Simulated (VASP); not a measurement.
P:

```
P
1.0
     4.92546    0.00000    0.00000
    -2.46273    4.26557    0.00000
     0.00000    0.00000    4.66307
P
6
Direct
  0.23404 0.46808 0.25000
  0.53192 0.76596 0.58333
  0.23404 0.76596 0.91667
  0.76596 0.53192 0.75000
  0.46808 0.23404 0.08333
  0.76596 0.23404 0.41667
```

| Item | Value |
| --- | --- |
| Program | VASP 6.6.1 |
| Task | relaxation of cell and atoms |
| Functional | PBE |
| Potentials or basis | VASP PAW PBE potentials, release 64 (P) |
| Cutoff | 600 eV |
| k mesh | 6 × 6 × 4 |
| Occupations | gaussian, width 0.1 eV |
| Spin | no spin polarisation |

At the start: pressure 21.6 GPa; volume 16.33 Å³/atom.

Where does the relaxation end?

Over 7 steps the energy falls by 427.9 meV/atom and the volume is 24.34 Å³/atom (+49.1 %); space group P6_122 (No. 178, to 0.05 Å).

Step by step:
```csv
step,energy change (eV),largest force (eV/Å),pressure (GPa),volume (Å³)
1,0.0000,0.2043,21.62,97.97
2,-1.8682,0.6421,-0.17,132.65
3,-1.8682,0.6425,-0.19,132.71
4,-2.0677,0.7166,-0.25,134.04
5,-2.5156,0.0258,2.14,137.63
6,-2.5626,0.0548,-0.63,148.85
7,-2.5676,0.0336,-0.01,146.06
```

Final structure:
```
P
1.0
     5.88457    0.00000    0.00000
    -2.94228    5.09619    0.00000
     0.00000    0.00000    4.87032
P
6
Direct
  0.25022 0.50045 0.25000
  0.49955 0.74978 0.58333
  0.25022 0.74978 0.91667
  0.74978 0.49955 0.75000
  0.50045 0.25022 0.08333
  0.74978 0.25022 0.41667
```

Caveat: the volume moved by over 15 % at a fixed basis, so the end points are rough.
